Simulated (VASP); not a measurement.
Here is a VASP 6.6.1 calculation.

The input INCAR:

```
SYSTEM = Mn2Te3S
ALGO = Normal ; EDIFF = 1E-6
EDIFFG = -0.08 ; ENCUT = 600
GGA = PE ; IBRION = 2
ISIF = 3 ; ISMEAR = 0
ISPIN = 2 ; LASPH = .TRUE.
LCHARG = .FALSE. ; LMAXMIX = 4
LORBIT = 11 ; LREAL = .FALSE.
LWAVE = .FALSE. ; MAGMOM = 4 4 0 0 0 0
NELM = 150 ; NSW = 36
PREC = Accurate ; SIGMA = 0.15
```

Contents of KPOINTS:

```
k-points
0
G
  3 3 3
  0 0 0
```

Contents of POSCAR:

```
Mn2Te3S
1.0
    2.7153934500     -6.0284350500      0.0000000000
    2.7153934500      6.0284350500      0.0000000000
    0.0000000000      0.0000000000      4.2443007800
Mn Te S
2 3 1
Direct
    0.6562623200      0.3437376800      0.5000000000
    0.3437376800      0.6562623200      0.5000000000
    0.1478336900      0.8521663100      0.5000000000
    0.8521663100      0.1478336900      0.5000000000
    0.5000000000      0.5000000000      0.0000000000
    0.0000000000      0.0000000000      0.0000000000
```

Potentials or basis: VASP PAW PBE potentials, release 64 (Mn_pv, Te, S).

The run is started by

```console
$ cat potpaw_PBE.64/Mn_pv/POTCAR potpaw_PBE.64/Te/POTCAR potpaw_PBE.64/S/POTCAR > POTCAR
$ mpirun -np 1 vasp_std > vasp.out
```

Problem. Estimate the net moment.

Solution. 8.09 μB per cell.

Problem. What does it give for the relaxed volume?

Solution. 27.92 Å³/atom.

Problem. Estimate the relaxed cell.

Solution. a = 7.195 Å, b = 7.195 Å, c = 4.703 Å, α = 90.00°, β = 90.00°, γ = 136.52°.

Final structure:
```yaml
crystal:
  lattice:
    - [2.66480, -6.68296, 0.00000]
    - [2.66480, 6.68296, 0.00000]
    - [0.00000, 0.00000, 4.70255]
  atoms:
    - { symbol: Mn, position: [0.64237, 0.35763, 0.50000] }
    - { symbol: Mn, position: [0.35763, 0.64237, 0.50000] }
    - { symbol: Te, position: [0.15717, 0.84283, 0.50000] }
    - { symbol: Te, position: [0.84283, 0.15717, 0.50000] }
    - { symbol: Te, position: [0.50000, 0.50000, 0.00000] }
    - { symbol: S, position: [0.00000, 0.00000, 0.00000] }
```

Caveat: the k points lie up to 0.45 Å⁻¹ apart in the final cell; the volume moved by over 15 % at a fixed basis, so the end points are rough.
